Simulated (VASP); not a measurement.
A run of VASP 6.6.1 is set up as follows.

Contents of INCAR:

```
ALGO = Normal
EDIFF = 1E-6
ENCUT = 520
GGA = PS
ISIF = 2
ISMEAR = 0
LASPH = True
LCHARG = True
LELF = True
LREAL = False
LVHAR = True
LWAVE = False
NBANDS = 11
NELM = 60
PREC = Accurate
SIGMA = 0.03
```

The input KPOINTS:

```
k-points
0
Gamma
  10 10 10
```

Contents of POSCAR:

```
Sr
1.0
    0.0000000000      2.7989620000      3.1640440000
    2.7989620000      0.0000000000      3.1640440000
    2.7989620000      2.7989620000      0.0000000000
Sr
1
Direct
    0.0000000000      0.0000000000      0.0000000000
```

Potentials or basis: VASP PAW PBE potentials, release 64 (Sr_sv).

The run is started by

```bash
$ cat potpaw_PBE.64/Sr_sv/POTCAR > POTCAR
$ mpirun -np 1 vasp_std > vasp.out
```

Estimate the pressure.

0.6 GPa.

Estimate the band gap on the k mesh.

zero (bands 5 and 6 overlap by 0.01 eV).

Stress tensor (GPa, compression positive):
```
 0.95  0.00  0.00
 0.00  0.95  0.00
 0.00  0.00 -0.14
```

Caveat: the cell differs from its parent crystal (strain -0.080 along x and y, +0.040 along z); the PAW data sets were made with another functional, which shifts forces and pressure a little.
